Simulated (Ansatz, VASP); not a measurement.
One calculation of MgO5, two programs

```
Mg O
1.0
     0.00000    3.32510    3.32510
     3.32510    0.00000    3.32510
     3.32510    3.32510    0.00000
Mg O
1 5
Direct
  0.00000 0.00000 0.00000
  0.15526 0.15526 0.15526
  0.15526 0.15526 0.53423
  0.15526 0.53423 0.15526
  0.53423 0.15526 0.15526
  0.50000 0.50000 0.50000
```

Alike in both runs: task single point; functional PBE; k mesh 4 × 4 × 4; occupations gaussian, width 0.1 eV; collinear spin.

|  | VASP | Ansatz |
| --- | --- | --- |
| version | VASP 6.6.1 | Ansatz 0.2.0 |
| potentials or method | VASP PAW PBE potentials, release 64 (Mg, O), cutoff 520 eV | scalar-relativistic, plane waves, PAW |
| valence electrons in the cell | 32 | 40 |

|  | VASP | Ansatz | Ansatz less VASP |
| --- | --- | --- | --- |
| gap on the k mesh at the Fermi level (eV) | none | none | - |
| pressure (GPa) | 21.2 | 31.0 | +9.78 |
| rms of the force components (eV/Å) | 0.093 | 0.797 | +0.7044 |
| net moment per atom (μB) | 0.00 | 1.15 | +1.146 |
| size of the moment on the site where the two differ most (μB) | 0.00 | 1.65 | +1.652 |

The net moments are unlike, so the other rows may belong to different states. Site moments also hang on the region over which each program counts them. Atom by atom the forces differ by 0.704 eV/Å (rms over components). A gap of «none» marks a metal or a gap that the smearing closes. VASP's potentials hold 32 valence electrons a cell and Ansatz's 40, so a difference there can come from the potentials and not from the codes.

The k mesh is coarse, so the values compare programs but aren't converged.
